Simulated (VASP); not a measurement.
Write the native input for VASP 6.6.1 that does the following.

```
Task                   : single point
Functional             : PBE
Potentials or basis    : VASP PAW PBE potentials, release 64 (S, K_sv)
Cutoff                 : 500 eV
k mesh                 : 2 × 2 × 2
Occupations            : gaussian, width 0.01 eV
Spin                   : no spin polarisation
Dipole correction      : no
Further INCAR settings : ALGO = Normal; EDIFF = 1e-06; NBANDS = 19
```

The structure of K2S lies in POSCAR:

```
K2S
1.0
    0.0000000000      3.7027568684      3.7027568684
    3.7027568684      0.0000000000      3.7027568684
    3.7027568684      3.7027568684      0.0000000000
S K
1 2
Direct
    0.0000000000      0.0000000000      0.0000000000
    0.2500000000      0.2500000000      0.2500000000
    0.7500000000      0.7500000000      0.7500000000
```

The input as run:

INCAR

```
  PREC = Accurate
  ENCUT = 500
  EDIFF = 1E-6
  ISMEAR = 0
  SIGMA = 0.01
  LREAL = F
  LASPH = T
  NELM = 120
  ALGO = Normal
  ISIF = 2
  LWAVE = F
  LCHARG = T
  GGA = PE
  LELF = T
  LVHAR = T
  NBANDS = 19
  GGA_COMPAT = F
```

KPOINTS

```
Automatic mesh
0
Gamma
  2 2 2
```

Potentials or basis: VASP PAW PBE potentials, release 64 (S, K_sv).

The run is started by

```bash
$ cat potpaw_PBE.64/S/POTCAR potpaw_PBE.64/K_sv/POTCAR > POTCAR
$ mpirun -np 1 vasp_std > vasp.out
```

Results of the run:

```yaml
Pressure: 0.5 GPa
Band_gap_on_the_k_mesh: 2.35 eV (least direct gap 2.55 eV)
```

Caveat: the k points lie up to 0.73 Å⁻¹ apart.

Run time: 13 s on 1 thread of Intel(R) Xeon(R) Platinum 8375C CPU @ 2.90GHz (Ice Lake), on a shared host, peak memory 0.22 GiB.
